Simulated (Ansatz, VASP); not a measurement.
**Two plane-wave programs on SnO**

The input INCAR:

```
ALGO     = Normal         # electronic algorithm
EDIFF    = 1E-6           # SCF threshold, eV
ENCUT    = 600            # plane-wave cutoff, eV
GGA      = PS             # functional
GGA_COMPAT= F            
ISIF     = 2              # what is computed and relaxed
ISMEAR   = 0              # smearing method
IVDW     = 12             # dispersion correction
LASPH    = T              # aspherical terms in the spheres
LCHARG   = F              # write CHGCAR
LREAL    = F              # projectors in reciprocal space
LWAVE    = F              # write WAVECAR
NBANDS   = 28             # bands
NELM     = 120            # most SCF steps
PREC     = Accurate       # precision mode
SIGMA    = 0.15           # smearing width, eV
```

Contents of KPOINTS:

```
k-points
0
Gamma
  12 12 10
```

POSCAR

```
SnO
1.0
    3.7703910616      0.0000000000      0.0000000000
    0.0000000000      3.7703910616      0.1413896648
    0.0000000000      0.1711263857      4.5633702865
Sn O
2 2
Direct
    0.0000000000      0.5000000000      0.2532585894
    0.5000000000      0.0000000000      0.7467414106
    0.0000000000      0.0000000000      0.0000000000
    0.5000000000      0.5000000000      0.0000000000
```

Input for Ansatz:

```yaml
crystal:
  lattice:
    - [3.7703910616, 0.0, 0.0]
    - [0.0, 3.7703910616, 0.1413896648]
    - [0.0, 0.1711263857, 4.5633702865]
  atoms:
    - { symbol: Sn, position: [0.0, 0.5, 0.2532585894] }
    - { symbol: Sn, position: [0.5, 0.0, 0.7467414106] }
    - { symbol: O, position: [0.0, 0.0, 0.0] }
    - { symbol: O, position: [0.5, 0.5, 0.0] }
basis:
  ecutwfc: 420
kpoints:
  mp_grid: { grid: [12, 12, 10] }
hamiltonian:
  xc: pbesol
  dispersion: d3bj
scf:
  occupations: { method: gaussian, width: 0.15 }
output:
  forces: true
  stress: true
  eigenvalues: true
```

Change from the starting cell: strain +0.0750 x Voigt [0, 0, 0, 1, 0, 0], atoms carried along.

Alike in both runs: task single point; functional PBEsol; dispersion D3(BJ); k mesh 12 × 12 × 10; occupations gaussian, width 0.15 eV; no spin polarisation.

```csv
,VASP,Ansatz
version,VASP 6.6.1,Ansatz 0.2.0
potentials or method,"VASP PAW PBE potentials, release 64 (Sn_d, O), cutoff 600 eV","scalar-relativistic, plane waves, PAW"
valence electrons in the cell,40,40
```

Ansatz gave:

```
gap on the k mesh at the Fermi level (eV)                     : none
pressure (GPa)                                                : 0.7
traceless stress, the component that is largest in VASP (GPa) : -4.83
rms of the force components (eV/Å)                            : 0.225
```

**Question.** What did VASP give for the same quantities?

**Answer.** gap on the k mesh at the Fermi level (eV): none; pressure (GPa): 0.9; traceless stress, the component that is largest in VASP (GPa): -4.92; rms of the force components (eV/Å): 0.244.

VASP's potentials were made for PBE, not for PBEsol. Atom by atom the forces differ by 0.036 eV/Å (rms over components). A gap of «none» marks a metal or a gap that the smearing closes.
